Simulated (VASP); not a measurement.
# CdS (P6_3mc) in VASP: notebook

The runs below take CdS through single point, with LDA.

Program: VASP 6.6.1. These are calculated values, not measurements. Logs are shortened: lines on timing, memory, paths and dates and some standing lists are left out, and cuts for length are marked.

## 1. The cell of the first run

Symmetry: P6_3mc, No. 186, hexagonal system. The conventional cell has a = 3.852 Å, b = 3.852 Å, c = 6.354 Å, α = 90.00°, β = 90.00°, γ = 120.00°. Within 3.1 Å of Cd (site symmetry 3m) lie 4 S at 2.36 to 2.37 Å. S (site symmetry 3m) has 4 Cd at 2.36 to 2.37 Å within 3.1 Å.

## 2. Single point, LDA

File INCAR:

```
PREC = Accurate
ENCUT = 520
EDIFF = 1E-6
ISMEAR = 0
SIGMA = 0.01
LREAL = F
LASPH = T
NELM = 100
ALGO = Normal
ISIF = 2
LWAVE = F
LCHARG = T
GGA = CA
LELF = T
LVHAR = T
NBANDS = 26
```

File KPOINTS:

```
Automatic mesh
0
Gamma
  6 6 4
```

File POSCAR:

```
CdS
1.0
    3.8523745885      0.0000000000      0.0000000000
   -1.9261872942      3.3362542585      0.0000000000
    0.0000000000      0.0000000000      6.3540862108
Cd S
2 2
Direct
    0.3333333333      0.6666666667      0.0014475636
    0.6666666667      0.3333333333      0.5014475636
    0.3333333333      0.6666666667      0.3735524364
    0.6666666667      0.3333333333      0.8735524364
```

Potentials or basis: VASP PAW LDA potentials, release 64 (Cd, S).

Started as:

```console
> cat potpaw_LDA.64/Cd/POTCAR potpaw_LDA.64/S/POTCAR > POTCAR
> mpirun -np 1 vasp_std > vasp.out
```

OUTCAR:

```text
PREC = Accurate
   ENCUT = 520
   EDIFF = 1E-6
   ISMEAR = 0
   LREAL = F
   LASPH = T
   NELM = 100
   ISIF = 2
   GGA = CA

 ion  position               nearest neighbor table
   1  0.333  0.667  0.001-   3 2.36   4 2.37   4 2.37   4 2.37
   2  0.667  0.333  0.501-   4 2.36   3 2.37   3 2.37   3 2.37
   3  0.333  0.667  0.374-   1 2.36   2 2.37   2 2.37   2 2.37
   4  0.667  0.333  0.874-   2 2.36   1 2.37   1 2.37   1 2.37

  LATTYP: Found a hexagonal cell.
 ALAT       =     3.8523745885
 C/A-ratio  =     1.6493946954

  Lattice vectors:

 A1 = (   3.8523745885,   0.0000000000,   0.0000000000)
 A2 = (  -1.9261872942,   3.3362542585,   0.0000000000)
 A3 = (   0.0000000000,   0.0000000000,   6.3540862108)

Analysis of symmetry for initial positions (statically):
=====================================================================
 Subroutine PRICEL returns:
 Original cell was already a primitive cell.

 Routine SETGRP: Setting up the symmetry group for a
 hexagonal supercell.

 Subroutine GETGRP returns: Found 12 space group operations
 (whereof  6 operations were pure point group operations)
 out of a pool of 24 trial point group operations.

The static configuration has the point symmetry C_3v.
 The point group associated with its full space group is C_6v.

Analysis of symmetry for dynamics (positions and initial velocities):
=====================================================================
 Subroutine PRICEL returns:
 Original cell was already a primitive cell.

 Routine SETGRP: Setting up the symmetry group for a
 hexagonal supercell.

 Subroutine GETGRP returns: Found 12 space group operations
 (whereof  6 operations were pure point group operations)
 out of a pool of 24 trial point group operations.

The dynamic configuration has the point symmetry C_3v.
 The point group associated with its full space group is C_6v.

 Subroutine INISYM returns: Found 12 space group operations
 (whereof  6 operations are pure point group operations),
 and found     1 'primitive' translations

----------------------------------------------------------------------------------------

                                     Primitive cell

  volume of cell :      81.6659

  direct lattice vectors                    reciprocal lattice vectors
     3.852374589  0.000000000  0.000000000     0.259580157  0.149868673  0.000000000
[... 78 lines left out ...]
   ISTART =      0    job   : 0-new  1-cont  2-samecut
   ICHARG =      2    charge: 1-file 2-atom 10-const
   ISPIN  =      1    spin polarized calculation?
   LNONCOLLINEAR =      F non collinear calculations
   LSORBIT =      F    spin-orbit coupling
   LASPH  =      T    aspherical Exc in radial PAW
   ENCUT  =  520.0 eV  38.22 Ry    6.18 a.u.   7.16  7.16 11.81*2*pi/ulx,y,z
   NELM   =    100;   NELMIN=  2; NELMDL= -5     # of ELM steps
   EDIFF  = 0.1E-05   stopping-criterion for ELM
   LREAL  =      F    real-space projection
[... 7 lines left out ...]
   TEBEG  =    0.0;   TEEND  =   0.0 temperature during run
   PSTRESS=    0.0 pullay stress
   NELECT =      36.0000    total number of electrons
   NUPDOWN=      -1.0000    fix difference up-down
   EMIN   =  10.00;   EMAX   =-10.00  energy-range for DOS
   EFERMI =   0.00;   METHOD = LEGACY
   ISMEAR =     0;   SIGMA  =   0.01  broadening in eV -4-tet -1-fermi 0-gaus
   EFERMI_NEDOS =   21; number of points for ismear=-14 and -15
   IALGO  =     38    algorithm
   IMIX   =      4    mixing-type and parameters
     AMIX     =   0.40;   BMIX     =  1.00
     AMIX_MAG =   1.60;   BMIX_MAG =  1.00
  volume/ion in A,a.u.               =      20.42       137.78
  Fermi-wavevector in a.u.,A,eV,Ry     =   1.245935  2.354476 21.121061  1.552354
  Thomas-Fermi vector in A             =   2.380135
   LORBIT       =      0    0 simple, 1 ext, 2 COOP (PROOUT), +10 PAW based schemes
   GGA     = CA    functional components
   LHFCALC =     F    Hartree Fock is set to
   AEXX    =    0.0000 exact exchange contribution
   IVDW    =     0    specifies the selected vdW correction
   LEPSILON=     F    determine dielectric tensor
   LRPA    =     F    only Hartree local field effects (RPA)
 non-spin polarized calculation
 Gauss-broadening in eV      SIGMA  =   0.01
  energy-cutoff  :      520.00
  volume of cell :       81.67
 maximum number of plane-waves:      2217
 NGX is ok and might be reduce to    30
   NGX = 15   NGY = 15   NGZ = 23

 number of electron      36.0000019 magnetization

 Free energy of the ion-electron system (eV)
  ---------------------------------------------------
  ext. energy  EPLUGINS =         0.00000000
  ---------------------------------------------------
  free energy    TOTEN  =       -14.18798100 eV

  energy without entropy =      -14.18798100  energy(sigma->0) =      -14.18798100

 E-fermi :   3.1388     XC(G=0): -10.4968

 val. band max:        3.0926456158   @ k =   0.0000   0.0000   0.0000
 cond. band min:       4.4537589909   @ k =   0.0000   0.0000   0.0000
 fundamental gap:      1.3611133751
 Fermi energy:         3.1387830662

 k-point     1 :       0.0000    0.0000    0.0000
  band No.  band energies     occupation
      1     -10.7181      2.00000
      2     -10.0613      2.00000
      3      -5.6979      2.00000
      4      -5.6486      2.00000
      5      -5.6486      2.00000
      6      -5.5102      2.00000
[... 598 lines left out ...]
     25      12.2693      0.00000
     26      12.2693      0.00000

------------------------ aborting loop because EDIFF is reached ----------------------------------------

  FORCE on cell =-STRESS in cart. coord.  units (eV):
  Direction    XX          YY          ZZ          XY          YZ          ZX
  --------------------------------------------------------------------------------------
  -------------------------------------------------------------------------------------
  Total        8.1707886      8.1707886      8.2035583      0.0000000      0.0000000      0.0000000
  in kB      160.3001028    160.3001028    160.9430026      0.0000000      0.0000000      0.0000000
  external PRESSURE =     160.5144027 kB  Pullay stress =       0.0000000 kB

 VOLUME and BASIS-vectors are now :
 -----------------------------------------------------------------------------
  energy-cutoff  :      520.00
  volume of cell :       81.67
      direct lattice vectors                 reciprocal lattice vectors
     3.852374589  0.000000000  0.000000000     0.259580157  0.149868673  0.000000000
    -1.926187294  3.336254258  0.000000000     0.000000000  0.299737347  0.000000000
     0.000000000  0.000000000  6.354086211     0.000000000  0.000000000  0.157379042

 POSITION                                       TOTAL-FORCE (eV/Angst)
 -----------------------------------------------------------------------------------
     -0.00000      2.22417      0.00920         0.000000      0.000000      0.003327
      1.92619      1.11208      3.18624        -0.000000     -0.000000      0.003327
     -0.00000      2.22417      2.37358         0.000000     -0.000000     -0.003327
      1.92619      1.11208      5.55063        -0.000000      0.000000     -0.003327
 -----------------------------------------------------------------------------------
    total drift:                               -0.000000      0.000000     -0.001305

  FREE ENERGIE OF THE ION-ELECTRON SYSTEM (eV)
  ---------------------------------------------------
  free  energy   TOTEN  =       -14.1879809956 eV

  energy  without entropy=      -14.1879809956  energy(sigma->0) =      -14.18798100
```

Wall time 35 s (1 thread of Intel Xeon 8259CL, shared host); peak memory 0.18 GiB.

What came out:

```
Free energy            : -14.1880 eV
Pressure               : 16.1 GPa
Largest force          : 0.003 eV/Å
Band gap on the k mesh : 1.36 eV
```

Forces in eV/Å, atoms in the order of the input:
```
Cd   0.000  0.000  0.003
Cd   0.000  0.000  0.003
S    0.000  0.000 -0.003
S    0.000  0.000 -0.003
```

Levels at points of the mesh, in eV from the valence-band top:
```csv
k point,band 16,band 17,band 18,band 19,band 20,band 21
"(0.00, 0.00, 0.00)",-0.14,0.00,0.00,1.36,2.87,6.22
"(0.50, 0.00, 0.00)",-2.70,-1.99,-1.08,3.59,3.82,4.68
"(0.00, 0.00, 0.50)",-0.58,-0.58,-0.58,3.01,3.01,6.12
"(0.50, 0.00, 0.50)",-1.98,-1.94,-1.94,3.17,3.17,5.20
```

Caveat: the cell stands under pressure.

## 3. Single point, LDA

This run uses another cell than the first one, of 21.28 Å³/atom.

File INCAR:

```
PREC     = Accurate       # precision mode
ENCUT    = 520            # plane-wave cutoff, eV
EDIFF    = 1E-6           # SCF threshold, eV
ISMEAR   = 0              # smearing method
SIGMA    = 0.01           # smearing width, eV
LREAL    = F              # projectors in reciprocal space
LASPH    = T              # aspherical terms in the spheres
NELM     = 100            # most SCF steps
ALGO     = Normal         # electronic algorithm
ISIF     = 2              # what is computed and relaxed
LWAVE    = F              # write WAVECAR
LCHARG   = F              # write CHGCAR
NBANDS   = 26             # bands
```

File KPOINTS:

```
regular mesh
0
Gamma
  6 6 4
```

File POSCAR:

```
CdS
1.0
    3.9149901870      0.0000000000      0.0000000000
   -1.9574950935      3.3904809575      0.0000000000
    0.0000000000      0.0000000000      6.4140523839
Cd S
2 2
Direct
    0.3333333333      0.6666666667      0.0003941765
    0.6666666667      0.3333333333      0.5003941765
    0.3333333333      0.6666666667      0.3746058235
    0.6666666667      0.3333333333      0.8746058235
```

Potentials or basis: VASP PAW LDA potentials, release 64 (Cd, S).

Started as:

```console
> cat potpaw_LDA.64/Cd/POTCAR potpaw_LDA.64/S/POTCAR > POTCAR
> mpirun -np 1 vasp_std > vasp.out
```

Wall time 35 s (1 thread of Intel Xeon 8259CL, shared host); peak memory 0.18 GiB.

The run converged. Its results:

```yaml
Free_energy: -14.4788 eV
Pressure: 10.9 GPa
Band_gap_on_the_k_mesh: 1.29 eV
```

Levels at points of the mesh, in eV from the valence-band top:
| k point | band 15 | band 16 | band 17 | band 18 | band 19 | band 20 | band 21 | band 22 |
| --- | --- | --- | --- | --- | --- | --- | --- | --- |
| (0.00, 0.00, 0.00) | -1.02 | -0.10 | 0.00 | 0.00 | 1.29 | 2.79 | 6.24 | 6.24 |
| (0.50, 0.00, 0.00) | -3.52 | -2.52 | -1.82 | -1.02 | 3.61 | 3.79 | 4.76 | 6.72 |
| (0.00, 0.00, 0.50) | -0.54 | -0.54 | -0.54 | -0.54 | 2.94 | 2.94 | 6.11 | 6.11 |
| (0.50, 0.00, 0.50) | -1.82 | -1.82 | -1.81 | -1.81 | 3.23 | 3.23 | 5.22 | 5.22 |

Caveat: the cell stands under pressure.

## 4. Single point, LDA

This run uses another cell than the first one, of 21.91 Å³/atom.

File INCAR:

```
SYSTEM = CdS
PREC     = Accurate       ! precision mode
ENCUT    = 520            ! plane-wave cutoff, eV
EDIFF    = 1E-7           ! SCF threshold, eV
ISMEAR   = 0              ! smearing method
SIGMA    = 0.01           ! smearing width, eV
LREAL    = .False.        ! projectors in reciprocal space
LASPH    = .True.         ! aspherical terms in the spheres
NELM     = 80             ! most SCF steps
ALGO     = Normal         ! electronic algorithm
ISIF     = 2              ! what is computed and relaxed
LWAVE    = .False.        ! write WAVECAR
LCHARG   = .True.         ! write CHGCAR
LELF     = .True.         ! ELF
LVHAR    = .True.       
NBANDS   = 26             ! bands
```

File KPOINTS:

```
Automatic mesh
0
Gamma
  6 6 4
  0 0 0
```

File POSCAR:

```
CdS
1.0
    3.9563777115      0.0000000000      0.0000000000
   -1.9781888557      3.4263236051      0.0000000000
    0.0000000000      0.0000000000      6.4641595265
Cd S
2 2
Direct
    0.3333333333      0.6666666667     -0.0000385827
    0.6666666667      0.3333333333      0.4999614173
    0.3333333333      0.6666666667      0.3750385827
    0.6666666667      0.3333333333      0.8750385827
```

Started as:

```console
> cat potpaw_LDA.64/Cd/POTCAR potpaw_LDA.64/S/POTCAR > POTCAR
> mpirun -np 1 vasp_std > vasp.out
```

Run time: 44 s. Hardware: 1 thread of Intel Xeon 8259CL, shared host; peak memory 0.18 GiB.

The run converged. Its results:

```yaml
Free_energy: -14.6238 eV
Pressure: 7.8 GPa
Band_gap_on_the_k_mesh: 1.24 eV
```

Levels at points of the mesh, in eV from the valence-band top:
```tsv
k point	band 16	band 17	band 18	band 19	band 20	band 21
(0.00, 0.00, 0.00)	-0.09	0.00	0.00	1.24	2.74	6.25
(0.50, 0.00, 0.00)	-2.40	-1.72	-0.97	3.63	3.76	4.80
(0.00, 0.00, 0.50)	-0.51	-0.51	-0.51	2.89	2.89	6.09
(0.50, 0.00, 0.50)	-1.73	-1.72	-1.72	3.25	3.25	5.23
```

Caveat: the cell stands under pressure.

(Part 1 of 2 ends here.)
